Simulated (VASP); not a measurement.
# Eu (Im-3m) in VASP: notebook, part 2 of 2

VASP 6.6.1.

## 4. Single point, PBE, collinear spin, ferromagnetic start

INCAR reads:

```
PREC = Accurate ; ENCUT = 520
EDIFF = 1E-6 ; ISMEAR = -1
SIGMA = 0.05 ; LREAL = False
LASPH = True ; NELM = 150
ALGO = Normal ; ISIF = 2
LWAVE = False ; LCHARG = True
ISPIN = 2 ; MAGMOM = 7.02
LORBIT = 11 ; LMAXMIX = 6
GGA = PE ; LELF = True
LVHAR = True ; NBANDS = 18
```

KPOINTS reads:

```
Automatic mesh
0
Gamma
  4 4 4
```

POSCAR reads:

```
Eu
1.0
   -2.1939508085      2.1939508085      2.1939508085
    2.1939508085     -2.1939508085      2.1939508085
    2.1939508085      2.1939508085     -2.1939508085
Eu
1
Direct
    0.0000000000      0.0000000000      0.0000000000
```

Potentials or basis: VASP PAW PBE potentials, release 64 (Eu).

Command:

```console
$ cat potpaw_PBE.64/Eu/POTCAR > POTCAR
$ mpirun -np 1 vasp_std > vasp.out
```

OUTCAR:

```text
PREC = Accurate
   ENCUT = 520
   EDIFF = 1E-6
   ISMEAR = -1
   LREAL = False
   LASPH = True
   NELM = 150
   ISIF = 2
   ISPIN = 2
   LORBIT = 11
   GGA = PE

 ion  position               nearest neighbor table
   1  0.000  0.000  0.000-

  LATTYP: Found a body centered cubic cell.
 ALAT       =     4.3879016170

  Lattice vectors:

 A1 = (  -2.1939508085,   2.1939508085,   2.1939508085)
 A2 = (   2.1939508085,  -2.1939508085,   2.1939508085)
 A3 = (   2.1939508085,   2.1939508085,  -2.1939508085)

Analysis of symmetry for initial positions (statically):
=====================================================================
 Subroutine PRICEL returns:
 Original cell was already a primitive cell.

 Routine SETGRP: Setting up the symmetry group for a
 body centered cubic supercell.

 Subroutine GETGRP returns: Found 48 space group operations
 (whereof 48 operations were pure point group operations)
 out of a pool of 48 trial point group operations.

The static configuration has the point symmetry O_h .

Analysis of symmetry for dynamics (positions and initial velocities):
=====================================================================
 Subroutine PRICEL returns:
 Original cell was already a primitive cell.

 Routine SETGRP: Setting up the symmetry group for a
 body centered cubic supercell.

 Subroutine GETGRP returns: Found 48 space group operations
 (whereof 48 operations were pure point group operations)
 out of a pool of 48 trial point group operations.

The dynamic configuration has the point symmetry O_h .

Analysis of structural, dynamic, and magnetic symmetry:
=====================================================================
 Subroutine PRICEL returns:
 Original cell was already a primitive cell.

 Routine SETGRP: Setting up the symmetry group for a
 body centered cubic supercell.

 Subroutine GETGRP returns: Found 48 space group operations
 (whereof 48 operations were pure point group operations)
 out of a pool of 48 trial point group operations.

The overall configuration has the point symmetry O_h .

 Subroutine INISYM returns: Found 48 space group operations
 (whereof 48 operations are pure point group operations),
 and found     1 'primitive' translations

----------------------------------------------------------------------------------------

                                     Primitive cell

  volume of cell :      42.2416

  direct lattice vectors                    reciprocal lattice vectors
    -2.193950808  2.193950808  2.193950808     0.000000000  0.227899367  0.227899367
     2.193950808 -2.193950808  2.193950808     0.227899367  0.000000000  0.227899367
     2.193950808  2.193950808 -2.193950808     0.227899367  0.227899367  0.000000000

  length of vectors
     3.800034270  3.800034270  3.800034270     0.322298375  0.322298375  0.322298375

  position of ions in fractional coordinates (direct lattice)
     0.000000000  0.000000000  0.000000000

  ion indices of the primitive-cell ions
   primitive index   ion index
                 1           1

----------------------------------------------------------------------------------------

[... 38 lines left out ...]
   dimension x,y,z NGXF=    56 NGYF=   56 NGZF=   56
   ions per type =               1
   NGX,Y,Z   is equivalent  to a cutoff of  12.25, 12.25, 12.25 a.u.
   NGXF,Y,Z  is equivalent  to a cutoff of  24.50, 24.50, 24.50 a.u.
 SYSTEM =  unknown system
   PREC   = accura    normal or accurate (medium, high low for compatibility)
   ISTART =      0    job   : 0-new  1-cont  2-samecut
   ICHARG =      2    charge: 1-file 2-atom 10-const
   ISPIN  =      2    spin polarized calculation?
   LNONCOLLINEAR =      F non collinear calculations
   LSORBIT =      F    spin-orbit coupling
   LASPH  =      T    aspherical Exc in radial PAW
   ENCUT  =  520.0 eV  38.22 Ry    6.18 a.u.   7.07  7.07  7.07*2*pi/ulx,y,z
   NELM   =    150;   NELMIN=  2; NELMDL= -5     # of ELM steps
   EDIFF  = 0.1E-05   stopping-criterion for ELM
   LREAL  =      F    real-space projection
   EDIFFG = 0.1E-04   stopping-criterion for IOM
   NSW    =      0    number of steps for IOM
   IBRION =     -1    ionic relax: 0-MD 1-quasi-New 2-CG
   NFREE  =      0    steps in history (QN), initial steepest desc. (CG)
   ISIF   =      2    stress and relaxation
   ISYM   =      2    0-nonsym 1-usesym 2-fastsym
   POTIM  = 0.5000    time-step for ionic-motion
   TEBEG  =    0.0;   TEEND  =   0.0 temperature during run
   PSTRESS=    0.0 pullay stress
   NELECT =      17.0000    total number of electrons
   NUPDOWN=      -1.0000    fix difference up-down
   EMIN   =  10.00;   EMAX   =-10.00  energy-range for DOS
   EFERMI =   0.00;   METHOD = LEGACY
   ISMEAR =    -1;   SIGMA  =   0.05  broadening in eV -4-tet -1-fermi 0-gaus
   EFERMI_NEDOS =   21; number of points for ismear=-14 and -15
   IALGO  =     38    algorithm
   IMIX   =      4    mixing-type and parameters
     AMIX     =   0.40;   BMIX     =  1.00
     AMIX_MAG =   1.60;   BMIX_MAG =  1.00
  volume/ion in A,a.u.               =      42.24       285.06
  Fermi-wavevector in a.u.,A,eV,Ry     =   1.208679  2.284072 19.876813  1.460905
  Thomas-Fermi vector in A             =   2.344279
   LORBIT       =     11    0 simple, 1 ext, 2 COOP (PROOUT), +10 PAW based schemes
   GGA     = PE    functional components
   LHFCALC =     F    Hartree Fock is set to
   AEXX    =    0.0000 exact exchange contribution
   IVDW    =     0    specifies the selected vdW correction
   LEPSILON=     F    determine dielectric tensor
   LRPA    =     F    only Hartree local field effects (RPA)
 spin polarized calculation
  energy-cutoff  :      520.00
  volume of cell :       42.24
 maximum number of plane-waves:      1157
   NGX = 15   NGY = 15   NGZ = 15

 number of electron      16.9999992 magnetization       7.3146626

 Free energy of the ion-electron system (eV)
  ---------------------------------------------------
  ext. energy  EPLUGINS =         0.00000000
  ---------------------------------------------------
  free energy    TOTEN  =       -11.44222408 eV

  energy without entropy =      -11.42854530  energy(sigma->0) =      -11.43538469

 E-fermi :   2.0537     XC(G=0):  -8.8120

 val. band max:        1.9567764119   @ k =   0.5000   0.5000   0.2500
 cond. band min:       2.1093623270   @ k =   0.5000   0.5000   0.2500
 fundamental gap:      0.1525859151
 Fermi energy:         2.0537310338

 spin component 1

 k-point     1 :       0.0000    0.0000    0.0000
  band No.  band energies     occupation
      1     -39.5653      1.00000
      2     -18.1229      1.00000
      3     -18.1229      1.00000
      4     -18.1229      1.00000
      5      -2.2957      1.00000
      6       1.5640      0.99994
[... 144 lines left out ...]
      4     -18.4297      1.00000
      5       0.9438      1.00000
      6       0.9438      1.00000
[... 10 lines left out ...]
     17       7.3574      0.00000
     18       7.3574      0.00000
 Fermi energy:         2.0537310338

 spin component 2

 k-point     1 :       0.0000    0.0000    0.0000
  band No.  band energies     occupation
      1     -36.4372      1.00000
      2     -15.7904      1.00000
      3     -15.7904      1.00000
      4     -15.7904      1.00000
      5      -1.5018      1.00000
      6       4.8689      0.00000
[... 145 lines left out ...]
      5       1.8121      0.99210
      6       1.8121      0.99210
[... 10 lines left out ...]
     17       8.6260      0.00000
     18       8.6260      0.00000

------------------------ aborting loop because EDIFF is reached ----------------------------------------

  FORCE on cell =-STRESS in cart. coord.  units (eV):
  Direction    XX          YY          ZZ          XY          YZ          ZX
  --------------------------------------------------------------------------------------
  -------------------------------------------------------------------------------------
  Total        0.0861253      0.0861253      0.0861253      0.0000000      0.0000000      0.0000000
  in kB        3.2666364      3.2666364      3.2666364      0.0000000      0.0000000      0.0000000
  external PRESSURE =       3.2666364 kB  Pullay stress =       0.0000000 kB

 VOLUME and BASIS-vectors are now :
 -----------------------------------------------------------------------------
  energy-cutoff  :      520.00
  volume of cell :       42.24
      direct lattice vectors                 reciprocal lattice vectors
    -2.193950808  2.193950808  2.193950808     0.000000000  0.227899367  0.227899367
     2.193950808 -2.193950808  2.193950808     0.227899367  0.000000000  0.227899367
     2.193950808  2.193950808 -2.193950808     0.227899367  0.227899367  0.000000000

 POSITION                                       TOTAL-FORCE (eV/Angst)
 -----------------------------------------------------------------------------------
      0.00000      0.00000      0.00000         0.000000      0.000000      0.000000
 -----------------------------------------------------------------------------------
    total drift:                                0.000000     -0.000000     -0.000000

  FREE ENERGIE OF THE ION-ELECTRON SYSTEM (eV)
  ---------------------------------------------------
  free  energy   TOTEN  =       -11.4422240768 eV

  energy  without entropy=      -11.4285453009  energy(sigma->0) =      -11.43538469

 total charge

# of ion       s       p       d       f       tot
--------------------------------------------------
    1        2.087   5.715   0.281   6.646  14.728

 magnetization (x)

# of ion       s       p       d       f       tot
--------------------------------------------------
    1       -0.005  -0.092   0.133   6.643   6.679
```

Run time: 12 s. Hardware: 1 thread of Intel Xeon 6975P-C (Granite Rapids), shared host; peak memory 0.17 GiB.

Results:

* Free energy: -11.4422 eV
* Pressure: 0.3 GPa
* Net moment: 7.31 μB per cell
* Site moments: Eu +6.68 μB
* Valence electrons inside the program's atomic spheres: Eu 14.73

Caveat: the k points lie up to 0.51 Å⁻¹ apart; spin-orbit coupling is left out, which moves the levels of the heavy elements; semilocal functionals describe open f shells poorly, which spoils levels, moments and volumes. The state reached can hang on the start; a lower one may exist.

## 5. Single point, PBE, collinear spin, ferromagnetic start

INCAR reads:

```
SYSTEM = Eu
PREC     = Accurate       ! precision mode
ENCUT    = 520            ! plane-wave cutoff, eV
EDIFF    = 1E-6           ! SCF threshold, eV
ISMEAR   = -1             ! smearing method
SIGMA    = 0.05           ! smearing width, eV
LREAL    = .False.        ! projectors in reciprocal space
LASPH    = .True.         ! aspherical terms in the spheres
NELM     = 150            ! most SCF steps
ALGO     = Normal         ! electronic algorithm
ISIF     = 2              ! what is computed and relaxed
LWAVE    = .False.        ! write WAVECAR
LCHARG   = .False.        ! write CHGCAR
ISPIN    = 2              ! spin polarisation
MAGMOM   = 7.02           ! initial moments
LORBIT   = 11             ! projections on sites
LMAXMIX  = 6              ! l up to which the mixer works
GGA      = PE             ! functional
NBANDS   = 18             ! bands
```

KPOINTS reads:

```
Automatic mesh
0
Gamma
  5 5 5
  0 0 0
```

POSCAR is that of step 4.

Command:

```console
$ cat potpaw_PBE.64/Eu/POTCAR > POTCAR
$ mpirun -np 1 vasp_std > vasp.out
```

Wall time 14 s (1 thread of Intel Xeon 6975P-C (Granite Rapids), shared host); peak memory 0.17 GiB.

Results (log left out):

- Free energy: -11.4549 eV
- Pressure: -0.6 GPa
- Net moment: 7.20 μB per cell
- Site moments: Eu +6.65 μB
- Valence electrons inside the program's atomic spheres: Eu 14.73

Levels at points of the mesh, in eV from the Fermi level:
Spin up:
```tsv
k point	band 10	band 11	band 12	band 13	band 14	band 15
(0.00, 0.00, 0.00)	-0.33	-0.33	-0.29	1.88	1.88	1.88
```
Spin down:
```
           k point  band 3  band 4  band 5  band 6  band 7  band 8
(0.00, 0.00, 0.00)  -17.85  -17.85   -3.61    2.82    2.82    2.82
```

Caveat: the k points lie up to 0.41 Å⁻¹ apart; spin-orbit coupling is left out, which moves the levels of the heavy elements; semilocal functionals describe open f shells poorly, which spoils levels, moments and volumes. The state reached can hang on the start; a lower one may exist.

## 6. Summary

| k mesh | gap on the mesh (eV) | pressure (GPa) | moment (μB) |
| --- | --- | --- | --- |
| 2 × 2 × 2 | none | -8.5 | 6.82 |
| 3 × 3 × 3 | none | -0.2 | 8.04 |
| 4 × 4 × 4 | none | 0.3 | 7.31 |
| 5 × 5 × 5 | none | -0.6 | 7.20 |

Alike in all rows: task single point; level PBE; potentials or basis VASP PAW PBE potentials, release 64 (Eu); spin collinear, ferromagnetic start; cell as given; cutoff (eV) 520; smearing fermi-dirac 0.05 eV.

Caveats: all runs use coarse meshes; spin-orbit coupling is left out, which moves the levels of the heavy elements; semilocal functionals describe open f shells poorly, which spoils levels, moments and volumes.

Total energies depend on the potentials used, so only differences within one code and one set of settings carry meaning.
